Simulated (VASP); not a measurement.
Ti3Al, 4 atoms in the cell. Symmetry: Fm-3m, No. 225, cubic system. Conventional cell: a = 6.512 Å, b = 6.512 Å, c = 6.512 Å, α = 90.00°, β = 90.00°, γ = 90.00°. Ti (site symmetry -43m) has 10 Ti at 2.82 to 3.26 Å and 4 Al at 2.82 Å within 3.7 Å. Ti (site symmetry m-3m) has 8 Ti at 2.82 Å and 6 Al at 3.26 Å within 3.7 Å. Al (site symmetry m-3m) has 14 Ti at 2.82 to 3.26 Å within 3.7 Å. 

- Program: VASP 6.6.1
- Task: single point
- Functional: PBEsol
- Potentials or basis: VASP PAW PBE potentials, release 64 (Ti_sv, Al)
- Cutoff: 520 eV
- k mesh: 12 × 12 × 12
- Occupations: gaussian, width 0.15 eV
- Spin: collinear spin
- Starting moments: [0.3, 0.3, 0.3, 0.0] μB
- Fixed moment: 0.9 μB
- Dipole correction: no
- Further INCAR settings: ALGO = Fast; EDIFF = 1e-07; NBANDS = 32

Potentials or basis: VASP PAW PBE potentials, release 64 (Ti_sv, Al).

Command:

```sh
$ cat potpaw_PBE.64/Ti_sv/POTCAR potpaw_PBE.64/Al/POTCAR > POTCAR
$ mpirun -np 1 vasp_std > vasp.out
```

Hardware: 1 thread of Intel(R) Xeon(R) 6975P-C (Granite Rapids), with other jobs on the host.

**Question.** Estimate the wall time of this run.

**Answer.** Run time: 8.9 min on 1 thread of Intel(R) Xeon(R) 6975P-C (Granite Rapids), with other jobs on the host, peak memory 0.39 GiB. Counts: scf iterations 46, k points 72.
